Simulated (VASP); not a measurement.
Input of a VASP 6.6.1 run:

File POSCAR:

```
SrCl2
1.0
    4.5394663916      0.0000000000      0.0000000000
   -2.2697331958      3.9312932148      0.0000000000
    0.0000000000      0.0000000000      5.7639468696
Sr Cl
1 2
Direct
    0.0000000000      0.0000000000      0.0000000000
    0.3333333333      0.6666666667      0.2310284630
    0.6666666667      0.3333333333      0.7689715370
```

The input INCAR.step1:

```
SYSTEM = SrCl2
  PREC = Accurate
  ENCUT = 400
  EDIFF = 1E-5
  ISMEAR = 0
  SIGMA = 0.01
  LREAL = .FALSE.
  LASPH = .TRUE.
  NELM = 120
  ALGO = Normal
  ISIF = 2
  LWAVE = .TRUE.
  LCHARG = .FALSE.
  NBANDS = 19
  GGA = PE
  GGA_COMPAT = .FALSE.
  KPAR = 4
```

Contents of INCAR.step2:

```
SYSTEM = SrCl2
  PREC = Accurate
  ENCUT = 400
  EDIFF = 1E-6
  ISMEAR = 0
  SIGMA = 0.01
  LREAL = .FALSE.
  LASPH = .TRUE.
  NELM = 120
  ALGO = Normal
  ISIF = 2
  LWAVE = .FALSE.
  LCHARG = .FALSE.
  GGA = PE
  LHFCALC = .TRUE.
  HFSCREEN = 0.2079
  PRECFOCK = Normal
  NBANDS = 19
  ISTART = 1
  GGA_COMPAT = .FALSE.
  KPAR = 4
```

File KPOINTS:

```
regular mesh
0
G
  6 6 4
  0 0 0
```

Potentials or basis: VASP PAW PBE potentials, release 64 (Sr_sv, Cl).

Command:

```sh
$ cat potpaw_PBE.64/Sr_sv/POTCAR potpaw_PBE.64/Cl/POTCAR > POTCAR
$ cp INCAR.step1 INCAR
$ mpirun -np 4 vasp_std > vasp.out
$ cp INCAR.step2 INCAR
$ mpirun -np 4 vasp_std > vasp.out
```

(1) What does it give for the pressure?

(2) What does it give for the band gap on the k mesh?

Results:

(1) -0.5 GPa.

(2) 6.28 eV, direct.

Caveat: the cell differs from its parent crystal (strain +3.0%); the PAW data sets were made with another functional, which shifts forces and pressure a little.
